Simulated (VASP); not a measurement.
A run of VASP 6.6.1 is set up as follows.

INCAR

```
SYSTEM = HfC
  PREC = Accurate
  ENCUT = 520
  EDIFF = 1E-6
  ISMEAR = -1
  SIGMA = 0.05
  LREAL = .False.
  LASPH = .True.
  NELM = 100
  ALGO = Normal
  ISIF = 2
  LWAVE = .False.
  LCHARG = .True.
  GGA = PS
  LELF = .True.
  LVHAR = .True.
  NBANDS = 14
```

KPOINTS

```
Automatic mesh
0
Gamma
  15 15 15
  0 0 0
```

File POSCAR:

```
HfC
1.0
   -0.0697500000      2.2901250000      2.2901250000
    2.2901250000     -0.0697500000      2.2901250000
    2.2901250000      2.2901250000     -0.0697500000
Hf C
1 1
Direct
    0.5000000000      0.5000000000      0.5000000000
    0.0000000000      0.0000000000      0.0000000000
```

Potentials or basis: VASP PAW PBE potentials, release 64 (Hf_pv, C).

Run with:

```bash
$ cat potpaw_PBE.64/Hf_pv/POTCAR potpaw_PBE.64/C/POTCAR > POTCAR
$ mpirun -np 1 vasp_std > vasp.out
```

Task: What does it give for the band gap on the k mesh?

Result: Zero (bands 7 and 8 overlap by 1.34 eV).

Task: Estimate the pressure.

Result: -6.9 GPa.

Stress tensor (GPa, compression positive):
```
-6.85  4.79  4.79
 4.79 -6.85  4.79
 4.79  4.79 -6.85
```

Caveat: the cell differs from its parent crystal (equal xy, yz and zx shear strains of -3 %); the cell stands under tension; the PAW data sets were made with another functional, which shifts forces and pressure a little; spin-orbit coupling is left out, which moves the levels of the heavy elements.
